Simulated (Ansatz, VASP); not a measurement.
**One calculation of Na, two programs**

The input INCAR:

```
SYSTEM = Na
ALGO     = Fast           ! electronic algorithm
EDIFF    = 1E-7           ! SCF threshold, eV
ENCUT    = 520            ! plane-wave cutoff, eV
GGA      = CA             ! functional
ISIF     = 2              ! what is computed and relaxed
ISMEAR   = 0              ! smearing method
LASPH    = .True.         ! aspherical terms in the spheres
LCHARG   = .True.         ! write CHGCAR
LELF     = .True.         ! ELF
LREAL    = .False.        ! projectors in reciprocal space
LVHAR    = .True.       
LWAVE    = .False.        ! write WAVECAR
NBANDS   = 10             ! bands
NELM     = 80             ! most SCF steps
PREC     = Accurate       ! precision mode
SIGMA    = 0.01           ! smearing width, eV
```

Contents of KPOINTS:

```
k-points
0
Gamma
  9 9 9
  0 0 0
```

Contents of POSCAR:

```
Na
1.0
   -2.1455247028      2.1673744553      2.1183066313
    2.2254515525     -2.1178365385      2.1486955643
    2.1508779223      2.1231907647     -2.0687687145
Na
1
Direct
    0.0000000000      0.0000000000      0.0000000000
```

The input input.yaml:

```yaml
crystal:
  lattice:
    - [-2.1455247028, 2.1673744553, 2.1183066313]
    - [2.2254515525, -2.1178365385, 2.1486955643]
    - [2.1508779223, 2.1231907647, -2.0687687145]
  atoms:
    - { symbol: Na, position: [0.0, 0.0, 0.0] }
kpoints:
  mp_grid: { grid: [9, 9, 9] }
scf:
  occupations: { method: gaussian, width: 0.01 }
hamiltonian:
  xc: lda
  pseudopotentials: { kind: all_electron, lapw: { basis_error: 0.001 } }
output:
  forces: true
  stress: true
  eigenvalues: true
```

Change from the starting cell: volume scaled by 1.02.

Alike in both runs: task single point; functional LDA; k mesh 9 × 9 × 9; occupations gaussian, width 0.01 eV; no spin polarisation.

```csv
,VASP,Ansatz
version,VASP 6.6.1,Ansatz 0.2.0
potentials or method,"VASP PAW LDA potentials, release 64 (Na_pv), cutoff 520 eV","all-electron LAPW, scalar-relativistic"
```

|  | VASP | Ansatz | Ansatz less VASP |
| --- | --- | --- | --- |
| gap on the k mesh at the Fermi level (eV) | none | none | - |
| pressure (GPa) | -1.2 | -1.2 | +0.02 |
| traceless stress, the component that is largest in VASP (GPa) | -0.19 | -0.19 | +0.001 |

LDA's correlation is that of Perdew and Zunger in VASP and of Perdew and Wang (1992) in Ansatz. A gap of «none» marks a metal or a gap that the smearing closes. Ansatz ran all-electron here, and VASP with PAW potentials.
